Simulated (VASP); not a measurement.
Here is a VASP 6.6.1 calculation.

File INCAR:

```
SYSTEM = V
PREC = Accurate
ENCUT = 520
EDIFF = 1E-6
ISMEAR = -1
SIGMA = 0.1
LREAL = .False.
LASPH = .True.
NELM = 150
ALGO = Normal
ISIF = 2
LWAVE = .False.
LCHARG = .False.
MAGMOM = 0 0 0 0 0 0
LORBIT = 11
LSORBIT = .True.
GGA_COMPAT = .False.
LORBMOM = .True.
LMAXMIX = 4
GGA = PE
NBANDS = 38
```

File KPOINTS:

```
Automatic mesh
0
Gamma
  10 10 10
  0 0 0
```

POSCAR

```
V
1.0
    0.0000000000      2.6568089289      2.6568089289
    2.6568089289      0.0000000000      2.6568089289
    2.6568089289      2.6568089289      0.0000000000
V
2
Direct
    0.1250000000      0.1250000000      0.1250000000
    0.8750000000      0.8750000000      0.8750000000
```

Potentials or basis: VASP PAW PBE potentials, release 64 (V_sv).

Run with:

```bash
$ cat potpaw_PBE.64/V_sv/POTCAR > POTCAR
$ mpirun -np 1 vasp_ncl > vasp.out
```

Q: What does it give for the pressure?

A: 0.4 GPa.

Q: What does it give for the net moment?

A: 0.00 μB per cell.

Moments on the atoms (μB; x, y, z):
```
V   0.00 0.00 0.00
V   0.00 0.00 0.00
```
